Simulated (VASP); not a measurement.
Write the native input for VASP 6.6.1 that does the following.

```yaml
Task: single point
Functional: PBE
Potentials_or_basis: VASP PAW PBE potentials, release 64 (K_sv, C)
Cutoff: 600 eV
k_mesh: 6 × 6 × 6
Occupations: gaussian, width 0.2 eV
Spin: no spin polarisation
Dipole_correction: no
Further_INCAR_settings: ALGO = Normal; EDIFF = 1e-06; NBANDS = 14
```

The structure of KC lies in POSCAR:

```
KC
1.0
    0.0000000000      3.2469704156      3.2469704156
    3.2469704156      0.0000000000      3.2469704156
    3.2469704156      3.2469704156      0.0000000000
K C
1 1
Direct
    0.7500000000      0.7500000000      0.7500000000
    0.0000000000      0.0000000000      0.0000000000
```

One way to write it, as run:

INCAR

```
PREC = Accurate
ENCUT = 600
EDIFF = 1E-6
ISMEAR = 0
SIGMA = 0.2
LREAL = False
LASPH = True
NELM = 120
ALGO = Normal
ISIF = 2
LWAVE = False
LCHARG = False
GGA = PE
NBANDS = 14
GGA_COMPAT = False
```

KPOINTS

```
Automatic mesh
0
Gamma
  6 6 6
```

Potentials or basis: VASP PAW PBE potentials, release 64 (K_sv, C).

Command:

```bash
$ cat potpaw_PBE.64/K_sv/POTCAR potpaw_PBE.64/C/POTCAR > POTCAR
$ mpirun -np 1 vasp_std > vasp.out
```

It gave:

The pressure is 0.6 GPa.

Run time: 21 s on 1 thread of Intel(R) Xeon(R) Platinum 8559C (Emerald Rapids), with other jobs on the host, peak memory 0.23 GiB.
